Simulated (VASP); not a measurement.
Wanted: the native input for a VASP 6.6.1 run.

```
Task                   : single point
Functional             : r2SCAN
Potentials or basis    : VASP PAW PBE potentials, release 64 (Mo_sv)
Cutoff                 : 520 eV
k mesh                 : 18 × 18 × 18
Occupations            : gaussian, width 0.1 eV
Spin                   : no spin polarisation
Dipole correction      : no
Further INCAR settings : ALGO = Normal; EDIFF = 1e-07; NBANDS = 13
```

Mo:

```
CELL_PARAMETERS angstrom
-1.57524 1.57524 1.57524
1.57524 -1.57524 1.57524
1.57524 1.57524 -1.57524
ATOMIC_POSITIONS crystal
Mo 0.00000 0.00000 0.00000
```

One way to write it, as run:

POSCAR

```
Mo
1.0
   -1.5752359805      1.5752359805      1.5752359805
    1.5752359805     -1.5752359805      1.5752359805
    1.5752359805      1.5752359805     -1.5752359805
Mo
1
Direct
    0.0000000000      0.0000000000      0.0000000000
```

INCAR.step1

```
SYSTEM = Mo
PREC = Accurate
ENCUT = 520
ISMEAR = 0
SIGMA = 0.1
LREAL = .FALSE.
LASPH = .TRUE.
NELM = 80
NBANDS = 13
GGA = PE
ALGO = Normal
EDIFF = 1E-4
LWAVE = .TRUE.
LCHARG = .FALSE.
```

INCAR.step2

```
SYSTEM = Mo
PREC = Accurate
ENCUT = 520
EDIFF = 1E-7
ISMEAR = 0
SIGMA = 0.1
LREAL = .FALSE.
LASPH = .TRUE.
NELM = 80
ALGO = Normal
ISIF = 2
LWAVE = .FALSE.
LCHARG = .FALSE.
METAGGA = R2SCAN
LMIXTAU = .TRUE.
NBANDS = 13
ISTART = 1
```

KPOINTS

```
Automatic mesh
0
G
  18 18 18
  0 0 0
```

Potentials or basis: VASP PAW PBE potentials, release 64 (Mo_sv).

Launch:

```console
$ cat potpaw_PBE.64/Mo_sv/POTCAR > POTCAR
$ cp INCAR.step1 INCAR
$ mpirun -np 1 vasp_std > vasp.out
$ cp INCAR.step2 INCAR
$ mpirun -np 1 vasp_std > vasp.out
```

It gave:

- Pressure: 1.1 GPa
- Band gap on the k mesh: zero (band 7 reaches 16.69 eV, above the bottom of band 8 at 11.12 eV)

Caveat: the PAW data sets were made with another functional, which shifts forces and pressure a little.

Wall time 53 s on 1 thread of Intel(R) Xeon(R) 6975P-C (Granite Rapids), with other jobs on the host, peak memory 0.15 GiB.
